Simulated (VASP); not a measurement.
# CdSe (F-43m) in VASP: notebook

CdSe is run at these levels: revPBE+D3(BJ), revPBE, BLYP; tasks: relaxation of cell and atoms.

Program: VASP 6.6.1. These are calculated values, not measurements. Logs are shortened: lines on timing, memory, paths and dates and some standing lists are left out, and cuts for length are marked.

## (1) The cell of the first run

Symmetry: F-43m, No. 216, cubic system. Conventional cell: a = 6.141 Å, b = 6.141 Å, c = 6.141 Å, α = 90.00°, β = 90.00°, γ = 90.00°. Cd (site symmetry -43m) has 4 Se at 2.66 Å within 3.5 Å. Within 3.5 Å of Se (site symmetry -43m) lie 4 Cd at 2.66 Å.

## (2) Relaxation of cell and atoms, revPBE+D3(BJ)

INCAR reads:

```
SYSTEM = CdSe
PREC     = Accurate       ! precision mode
ENCUT    = 600            ! plane-wave cutoff, eV
EDIFF    = 1E-6           ! SCF threshold, eV
ISMEAR   = -1             ! smearing method
SIGMA    = 0.05           ! smearing width, eV
LREAL    = .FALSE.        ! projectors in reciprocal space
LASPH    = .TRUE.         ! aspherical terms in the spheres
NELM     = 100            ! most SCF steps
ALGO     = Normal         ! electronic algorithm
ISIF     = 3              ! what is computed and relaxed
LWAVE    = .FALSE.        ! write WAVECAR
LCHARG   = .FALSE.        ! write CHGCAR
GGA      = RE             ! functional
IVDW     = 12             ! dispersion correction
IBRION   = 2              ! ionic algorithm
NSW      = 60             ! ionic steps
EDIFFG   = -0.01          ! ionic threshold
```

KPOINTS reads:

```
regular mesh
0
G
  8 8 8
  0 0 0
```

POSCAR reads:

```
CdSe
1.0
    0.0000000000      3.0702711986      3.0702711986
    3.0702711986      0.0000000000      3.0702711986
    3.0702711986      3.0702711986      0.0000000000
Cd Se
1 1
Direct
    0.0000000000      0.0000000000      0.0000000000
    0.2500000000      0.2500000000      0.2500000000
```

Potentials or basis: VASP PAW PBE potentials, release 64 (Cd, Se).

The run is started by

```sh
$ cat potpaw_PBE.64/Cd/POTCAR potpaw_PBE.64/Se/POTCAR > POTCAR
$ mpirun -np 1 vasp_std > vasp.out
```

OUTCAR:

```text
SYSTEM = CdSe
   PREC = Accurate
   ENCUT = 600
   EDIFF = 1E-6
   ISMEAR = -1
   LREAL = .FALSE.
   LASPH = .TRUE.
   NELM = 100
   ISIF = 3
   GGA = RE
   IVDW = 12
   IBRION = 2
   NSW = 60
   EDIFFG = -0.01
 IVDW          = 12

 ion  position               nearest neighbor table
   1  0.000  0.000  0.000-   2 2.66   2 2.66   2 2.66   2 2.66
   2  0.250  0.250  0.250-   1 2.66   1 2.66   1 2.66   1 2.66

  LATTYP: Found a face centered cubic cell.
 ALAT       =     6.1405423972

  Lattice vectors:

 A1 = (   0.0000000000,   3.0702711986,   3.0702711986)
 A2 = (   3.0702711986,   0.0000000000,   3.0702711986)
 A3 = (   3.0702711986,   3.0702711986,   0.0000000000)

Analysis of symmetry for initial positions (statically):
=====================================================================
 Subroutine PRICEL returns:
 Original cell was already a primitive cell.

 Routine SETGRP: Setting up the symmetry group for a
 face centered cubic supercell.

 Subroutine GETGRP returns: Found 24 space group operations
 (whereof 24 operations were pure point group operations)
 out of a pool of 48 trial point group operations.

The static configuration has the point symmetry T_d .

Analysis of symmetry for dynamics (positions and initial velocities):
=====================================================================
 Subroutine PRICEL returns:
 Original cell was already a primitive cell.

 Routine SETGRP: Setting up the symmetry group for a
 face centered cubic supercell.

 Subroutine GETGRP returns: Found 24 space group operations
 (whereof 24 operations were pure point group operations)
 out of a pool of 48 trial point group operations.

The dynamic configuration has the point symmetry T_d .

 Subroutine INISYM returns: Found 24 space group operations
 (whereof 24 operations are pure point group operations),
 and found     1 'primitive' translations

----------------------------------------------------------------------------------------

                                     Primitive cell

  volume of cell :      57.8842

  direct lattice vectors                    reciprocal lattice vectors
     0.000000000  3.070271199  3.070271199    -0.162852063  0.162852063  0.162852063
     3.070271199  0.000000000  3.070271199     0.162852063 -0.162852063  0.162852063
     3.070271199  3.070271199  0.000000000     0.162852063  0.162852063 -0.162852063

  length of vectors
     4.342019169  4.342019169  4.342019169     0.282068048  0.282068048  0.282068048

  position of ions in fractional coordinates (direct lattice)
     0.000000000  0.000000000  0.000000000
     0.250000000  0.250000000  0.250000000

  ion indices of the primitive-cell ions
   primitive index   ion index
                 1           1
                 2           2

----------------------------------------------------------------------------------------

 KPOINTS: regular mesh

Automatic generation of k-mesh.
 Grid dimensions read from file:
 generate k-points for:    8    8    8

 Generating k-lattice:

  Cartesian coordinates                     Fractional coordinates (reciprocal lattice)
    -0.020356508  0.020356508  0.020356508     0.125000000  0.000000000  0.000000000
     0.020356508 -0.020356508  0.020356508     0.000000000  0.125000000  0.000000000
     0.020356508  0.020356508 -0.020356508     0.000000000  0.000000000  0.125000000

  Length of vectors
     0.035258506  0.035258506  0.035258506

  Shift w.r.t. Gamma in fractional coordinates (k-lattice)
     0.000000000  0.000000000  0.000000000

 Subroutine IBZKPT returns following result:
 ===========================================

 Found     29 irreducible k-points:

 Following reciprocal coordinates:
            Coordinates               Weight
  0.000000  0.000000  0.000000      1.000000
  0.125000  0.000000  0.000000      8.000000
  0.250000  0.000000  0.000000      8.000000
  0.375000  0.000000  0.000000      8.000000
  0.500000  0.000000  0.000000      4.000000
  0.125000  0.125000  0.000000      6.000000
[... 16 lines left out ...]
  0.500000  0.250000  0.125000     48.000000
 -0.375000  0.250000  0.125000     24.000000
 [... further k-points ...]
   k-points           NKPTS =     29   k-points in BZ     NKDIM =     29   number of bands    NBANDS=     13
   number of dos      NEDOS =    301   number of ions     NIONS =      2
   total plane-waves  NPLWV =  46656
   dimension x,y,z NGX =    36 NGY =   36 NGZ =   36
   dimension x,y,z NGXF=    72 NGYF=   72 NGZF=   72
   ions per type =               1   1
   NGX,Y,Z   is equivalent  to a cutoff of  13.78, 13.78, 13.78 a.u.
   NGXF,Y,Z  is equivalent  to a cutoff of  27.57, 27.57, 27.57 a.u.
 SYSTEM =  CdSe
   PREC   = accura    normal or accurate (medium, high low for compatibility)
   ISTART =      0    job   : 0-new  1-cont  2-samecut
   ICHARG =      2    charge: 1-file 2-atom 10-const
   ISPIN  =      1    spin polarized calculation?
[... 63 lines left out ...]
  --------------------------------------------------------------------------------------
  -------------------------------------------------------------------------------------
  Total      -0.36141    -0.36141    -0.36141     0.00000     0.00000    -0.00000
  in kB     -10.00334   -10.00334   -10.00334     0.00000     0.00000    -0.00000
  external pressure =      -10.00 kB  Pullay stress =        0.00 kB

 VOLUME and BASIS-vectors are now :
 -----------------------------------------------------------------------------
  energy-cutoff  :      600.00
  volume of cell :       57.88
      direct lattice vectors                 reciprocal lattice vectors
     0.000000000  3.070271199  3.070271199    -0.162852063  0.162852063  0.162852063
     3.070271199  0.000000000  3.070271199     0.162852063 -0.162852063  0.162852063
     3.070271199  3.070271199  0.000000000     0.162852063  0.162852063 -0.162852063
[... 41 lines left out ...]
 POSITION                                       TOTAL-FORCE (eV/Angst)
 -----------------------------------------------------------------------------------
      3.04351      0.00000      3.04351         0.000000      0.000000      0.000000
      1.52175      1.52175      1.52175        -0.000000     -0.000000     -0.000000
 -----------------------------------------------------------------------------------
    total drift:                               -0.000000     -0.000000     -0.000000

  FREE ENERGIE OF THE ION-ELECTRON SYSTEM (eV)
  ---------------------------------------------------
  free  energy   TOTEN  =        -6.0998091998 eV

  energy  without entropy=       -6.0998043537  energy(sigma->0) =       -6.09980678

--------------------------------------- Ionic step        3  -------------------------------------------

 number of electron      17.9999998 magnetization

 Free energy of the ion-electron system (eV)
  ---------------------------------------------------
  ext. energy  EPLUGINS =         0.00000000
  ---------------------------------------------------
  free energy    TOTEN  =        -4.88852688 eV

  energy without entropy =       -4.88852146  energy(sigma->0) =       -4.88852417

 E-fermi :   1.3682     XC(G=0):  -8.6741

 val. band max:        0.9679633307   @ k =   0.0000   0.0000   0.0000
 cond. band min:       1.6902682243   @ k =   0.0000   0.0000   0.0000
 fundamental gap:      0.7223048937
 Fermi energy:         1.3681894881

 k-point     1 :       0.0000    0.0000    0.0000
  band No.  band energies     occupation
      1     -11.5459      2.00000
      2      -6.9437      2.00000
      3      -6.9437      2.00000
      4      -6.9437      2.00000
      5      -6.5799      2.00000
      6      -6.5799      2.00000
      7       0.9680      1.99933
      8       0.9680      1.99933
      9       0.9680      1.99933
     10       1.6903      0.00318
     11       6.9602      0.00000
     12       6.9602      0.00000
     13       6.9602      0.00000

 k-point     2 :       0.1250    0.0000    0.0000
  band No.  band energies     occupation
      1     -11.4938      2.00000
      2      -6.9270      2.00000
      3      -6.9270      2.00000
      4      -6.8953      2.00000
      5      -6.5807      2.00000
      6      -6.5807      2.00000
      7      -0.1980      2.00000
      8       0.8456      1.99994
      9       0.8456      1.99994
     10       2.6521      0.00000
     11       6.7724      0.00000
[... 339 lines left out ...]
 k-point    24 :      -0.3750    0.2500    0.1250
  band No.  band energies     occupation
      1     -11.1288      2.00000
      2      -6.8161      2.00000
      3      -6.7929      2.00000
      4      -6.5976      2.00000
      5      -6.5636      2.00000
      6      -6.2022      2.00000
      7      -3.0908      2.00000
      8      -0.9622      2.00000
      9      -0.2251      2.00000
     10       4.8869      0.00000
     11       6.5448      0.00000
     12       7.8776      0.00000
     13       9.0561      0.00000

 [... further k-points ...]

------------------------ aborting loop because EDIFF is reached ----------------------------------------

 Edisp (eV)   -1.21157

 E8    (eV) :    -0.8405

  FORCE on cell =-STRESS in cart. coord.  units (eV):
  Direction    XX          YY          ZZ          XY          YZ          ZX
  --------------------------------------------------------------------------------------
  -------------------------------------------------------------------------------------
  Total       0.00370     0.00370     0.00370     0.00000    -0.00000     0.00000
  in kB       0.10459     0.10459     0.10459     0.00000    -0.00000     0.00000
  external pressure =        0.10 kB  Pullay stress =        0.00 kB

 VOLUME and BASIS-vectors are now :
 -----------------------------------------------------------------------------
  energy-cutoff  :      600.00
  volume of cell :       56.70
      direct lattice vectors                 reciprocal lattice vectors
    -0.000000000  3.049241573  3.049241573    -0.163975201  0.163975201  0.163975201
     3.049241573  0.000000000  3.049241573     0.163975201 -0.163975201  0.163975201
     3.049241573  3.049241573 -0.000000000     0.163975201  0.163975201 -0.163975201

 POSITION                                       TOTAL-FORCE (eV/Angst)
 -----------------------------------------------------------------------------------
      0.00000      0.00000      0.00000        -0.000000     -0.000000     -0.000000
      1.52462      1.52462      1.52462         0.000000      0.000000      0.000000
 -----------------------------------------------------------------------------------
    total drift:                               -0.000000     -0.000000     -0.000000

  FREE ENERGIE OF THE ION-ELECTRON SYSTEM (eV)
  ---------------------------------------------------
  free  energy   TOTEN  =        -6.1000949667 eV

  energy  without entropy=       -6.1000895398  energy(sigma->0) =       -6.10009225

 reached required accuracy - stopping structural energy minimisation
```

It took 54 s on 1 thread of AMD EPYC 7R43 (Zen 3), shared host; peak memory 0.21 GiB.

Results:

* Free energy: -6.1001 eV
* Relaxed volume: 28.35 Å³/atom
* Relaxed cell: a = 4.312 Å, b = 4.312 Å, c = 4.312 Å, α = 60.00°, β = 60.00°, γ = 60.00°
* Space group after relaxing (to 0.05 Å): F-43m (No. 216)
* Energy gained by relaxing: 1.9 meV/atom
* Ionic steps: 3
* Pressure after relaxing: 0.0 GPa
* Band gap on the k mesh: 0.72 eV, direct
* Dispersion energy per atom: -0.606 eV

Step by step:
```csv
step,energy change (eV),largest force (eV/Å),pressure (GPa),volume (Å³)
1,0.0000,0.0000,-1.00,57.88
2,-0.0035,0.0000,0.29,56.38
3,-0.0038,0.0000,0.01,56.70
```

Final structure:
```yaml
crystal:
  lattice:
    - [0.00000, 3.04924, 3.04924]
    - [3.04924, 0.00000, 3.04924]
    - [3.04924, 3.04924, 0.00000]
  atoms:
    - { symbol: Cd, position: [0.00000, 0.00000, 0.00000] }
    - { symbol: Se, position: [0.25000, 0.25000, 0.25000] }
```

Levels at points of the mesh, in eV from the valence-band top:
| k point | band 7 | band 8 | band 9 | band 10 | band 11 | band 12 |
| --- | --- | --- | --- | --- | --- | --- |
| (0.00, 0.00, 0.00) | 0.00 | 0.00 | 0.00 | 0.72 | 5.99 | 5.99 |
| (0.50, 0.00, 0.00) | -4.30 | -0.73 | -0.73 | 2.48 | 6.50 | 6.50 |
| (0.50, 0.50, 0.00) | -4.01 | -1.81 | -1.81 | 3.29 | 3.83 | 9.23 |

Caveat: the PAW data sets were made with another functional, which shifts forces and pressure a little.

## (3) Relaxation of cell and atoms, revPBE

INCAR reads:

```
  ALGO = Normal
  EDIFF = 1E-7
  EDIFFG = -0.01
  ENCUT = 600
  GGA = RE
  IBRION = 2
  ISIF = 3
  ISMEAR = -1
  LASPH = T
  LCHARG = F
  LREAL = F
  LWAVE = F
  NELM = 60
  NSW = 60
  PREC = Accurate
  SIGMA = 0.05
```

KPOINTS reads:

```
k-points
0
Gamma
  8 8 8
```

POSCAR is that of step 2.

Potentials or basis: VASP PAW PBE potentials, release 64 (Cd, Se).

The run is started by

```sh
$ cat potpaw_PBE.64/Cd/POTCAR potpaw_PBE.64/Se/POTCAR > POTCAR
$ mpirun -np 1 vasp_std > vasp.out
```

Run time: 63 s. Hardware: 1 thread of AMD EPYC 7R43 (Zen 3), shared host; peak memory 0.2 GiB.

Results (log left out):

```yaml
Free_energy: -4.9459 eV
Relaxed_volume: 30.80 Å³/atom
Relaxed_cell: a = 4.433 Å, b = 4.433 Å, c = 4.433 Å, α = 60.00°, β = 60.00°, γ = 60.00°
Space_group_after_relaxing_to_0.05_Å: F-43m (No. 216)
Energy_gained_by_relaxing: 15.9 meV/atom
Ionic_steps: 3
Pressure_after_relaxing: 0.0 GPa
Band_gap_on_the_k_mesh: 0.55 eV, direct
```

Step by step:
```
step  energy change (eV)  largest force (eV/Å)  pressure (GPa)  volume (Å³)
   1              0.0000                0.0000            2.91        57.88
   2             -0.0305                0.0000           -0.50        62.40
   3             -0.0318                0.0000            0.01        61.59
```

Final structure:
```cif
data_structure
_symmetry_space_group_name_H-M 'P 1'
_symmetry_Int_Tables_number 1
_cell_length_a 4.4328
_cell_length_b 4.4328
_cell_length_c 4.4328
_cell_angle_alpha 60.000
_cell_angle_beta 60.000
_cell_angle_gamma 60.000
_cell_volume 61.59
loop_
_atom_site_label
_atom_site_type_symbol
_atom_site_fract_x
_atom_site_fract_y
_atom_site_fract_z
_atom_site_occupancy
Cd1 Cd 0.00000 0.00000 0.00000 1
Se1 Se 0.25000 0.25000 0.25000 1
```

Levels at points of the mesh, in eV from the valence-band top:
| k point | band 6 | band 7 | band 8 | band 9 | band 10 | band 11 | band 12 | band 13 |
| --- | --- | --- | --- | --- | --- | --- | --- | --- |
| (0.00, 0.00, 0.00) | -7.40 | 0.00 | 0.00 | 0.00 | 0.55 | 5.98 | 5.98 | 5.98 |
| (0.50, 0.00, 0.00) | -7.16 | -3.84 | -0.62 | -0.62 | 2.37 | 6.47 | 6.47 | 7.30 |
| (0.50, 0.50, 0.00) | -7.11 | -3.65 | -1.55 | -1.55 | 3.44 | 3.71 | 8.88 | 9.77 |

Caveat: the PAW data sets were made with another functional, which shifts forces and pressure a little. A hybrid or GW would open this gap; revPBE tends to underestimate it.

## (4) Relaxation of cell and atoms, BLYP

INCAR reads:

```
SYSTEM = CdSe
PREC = Accurate ; ENCUT = 600
EDIFF = 1E-7 ; ISMEAR = -1
SIGMA = 0.05 ; LREAL = .FALSE.
LASPH = .TRUE. ; NELM = 100
ALGO = Normal ; ISIF = 3
LWAVE = .FALSE. ; LCHARG = .FALSE.
GGA = B5 ; ALDAX = 1.0
AGGAX = 1.0 ; AGGAC = 1.0
ALDAC = 0.0 ; IBRION = 2
NSW = 60 ; EDIFFG = -0.01
```

KPOINTS reads:

```
regular mesh
0
G
  8 8 8
  0 0 0
```

POSCAR is that of step 3.

The run is started by

```sh
$ cat potpaw_PBE.64/Cd/POTCAR potpaw_PBE.64/Se/POTCAR > POTCAR
$ mpirun -np 1 vasp_std > vasp.out
```

It took 2.2 min on 1 thread of AMD EPYC 7R43 (Zen 3), shared host; peak memory 0.2 GiB.

Results (log left out):

| Quantity | Value |
| --- | --- |
| Free energy | -4.5609 eV |
| Relaxed volume | 31.72 Å³/atom |
| Relaxed cell | a = 4.477 Å, b = 4.477 Å, c = 4.477 Å, α = 60.00°, β = 60.00°, γ = 60.00° |
| Space group after relaxing (to 0.05 Å) | F-43m (No. 216) |
| Energy gained by relaxing | 34.8 meV/atom |
| Ionic steps | 3 |
| Pressure after relaxing | 0.0 GPa |
| Band gap on the k mesh | 0.30 eV, direct |

Step by step:
```csv
step,energy change (eV),largest force (eV/Å),pressure (GPa),volume (Å³)
1,0.0000,0.0000,4.36,57.88
2,-0.0667,0.0000,-0.73,64.74
3,-0.0697,0.0000,0.01,63.44
```

Final structure:
```yaml
crystal:
  lattice:
    - [0.00000, 3.16551, 3.16551]
    - [3.16551, 0.00000, 3.16551]
    - [3.16551, 3.16551, 0.00000]
  atoms:
    - { symbol: Cd, position: [0.00000, 0.00000, 0.00000] }
    - { symbol: Se, position: [0.25000, 0.25000, 0.25000] }
```

Levels at points of the mesh, in eV from the valence-band top:
```
           k point  band 6  band 7  band 8  band 9  band 10  band 11  band 12  band 13
(0.00, 0.00, 0.00)   -7.40    0.00    0.00    0.00     0.30     5.90     5.90     5.90
(0.50, 0.00, 0.00)   -7.19   -3.73   -0.59   -0.59     2.18     6.40     6.40     7.08
(0.50, 0.50, 0.00)   -7.14   -3.58   -1.47   -1.47     3.41     3.55     8.66     9.44
```

Caveat: the PAW data sets were made with another functional, which shifts forces and pressure a little.

## (5) The runs side by side

```csv
level,gap on the mesh (eV),pressure (GPa),relaxed volume (Å³/atom)
revPBE+D3(BJ),0.72,0.0,28.35
revPBE,0.55,0.0,30.80
BLYP,0.30,0.0,31.72
```

Alike in all rows: task relaxation of cell and atoms; potentials or basis VASP PAW PBE potentials, release 64 (Cd, Se); no spin polarisation; cell relaxed; k mesh 8 × 8 × 8; cutoff (eV) 600; smearing fermi-dirac 0.05 eV.

Caveats: the PAW data sets were made with another functional, which shifts forces and pressure a little.

Total energies depend on the potentials used, so only differences within one code and one set of settings carry meaning.
